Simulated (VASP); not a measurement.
Cr, 1 atom in the cell. It takes space group Pm-3m (No. 221, cubic). Conventional cell: a = 2.358 Å, b = 2.358 Å, c = 2.358 Å, α = 90.00°, β = 90.00°, γ = 90.00°. Within 3.1 Å of Cr (site symmetry m-3m) lie 6 Cr at 2.36 Å. This isn't the form of Cr at room conditions, which is bcc.

| Property | Result |
| --- | --- |
| Program | VASP 6.6.1 |
| Task | single point |
| Functional | RPBE |
| Potentials or basis | VASP PAW PBE potentials, release 64 (Cr_pv) |
| Cutoff | 500 eV |
| k mesh | 13 × 13 × 13 |
| Occupations | fermi-dirac, width 0.1 eV |
| Spin | no spin polarisation |
| Dipole correction | no |
| Further INCAR settings | ALGO = Normal; EDIFF = 1e-06; NBANDS = 12 |

Potentials or basis: VASP PAW PBE potentials, release 64 (Cr_pv).

Run with:

```bash
$ cat potpaw_PBE.64/Cr_pv/POTCAR > POTCAR
$ mpirun -np 1 vasp_std > vasp.out
```

Hardware: 1 thread of AMD EPYC 7R43 64-Core Processor (Zen 3) (shared host).

Problem. Estimate the wall time of this run.

Solution. Wall time 12 s on 1 thread of AMD EPYC 7R43 64-Core Processor (Zen 3), with other jobs on the host, peak memory 0.09 GiB. Counts: scf iterations 12, k points 84.
